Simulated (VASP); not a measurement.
A run of VASP 6.6.1 is set up as follows.

The input INCAR:

```
PREC = Accurate ; ENCUT = 500
EDIFF = 1E-6 ; ISMEAR = -1
SIGMA = 0.05 ; LREAL = F
LASPH = T ; NELM = 120
ALGO = Normal ; ISIF = 2
LWAVE = F ; LCHARG = F
GGA = PE ; NBANDS = 15
GGA_COMPAT = F
```

File KPOINTS:

```
Automatic mesh
0
Gamma
  7 7 6
```

Contents of POSCAR:

```
HfB2
1.0
    3.1463552419      0.0000000000      0.0000000000
   -1.5731776210      2.7248235689      0.0000000000
    0.0000000000      0.0000000000      3.4847055638
Hf B
1 2
Direct
    0.0000000000      0.0000000000      0.0000000000
    0.3333333333      0.6666666667      0.5000000000
    0.6666666667      0.3333333333      0.5000000000
```

Potentials or basis: VASP PAW PBE potentials, release 64 (Hf_pv, B).

Run with:

```bash
$ cat potpaw_PBE.64/Hf_pv/POTCAR potpaw_PBE.64/B/POTCAR > POTCAR
$ mpirun -np 1 vasp_std > vasp.out
```

(1) What does it give for the pressure?

(2) Estimate the band gap on the k mesh.

## Answers

(1) -0.4 GPa.

(2) zero (band 8 reaches 8.41 eV, above the bottom of band 9 at 7.42 eV).

Caveat: spin-orbit coupling is left out, which moves the levels of the heavy elements.
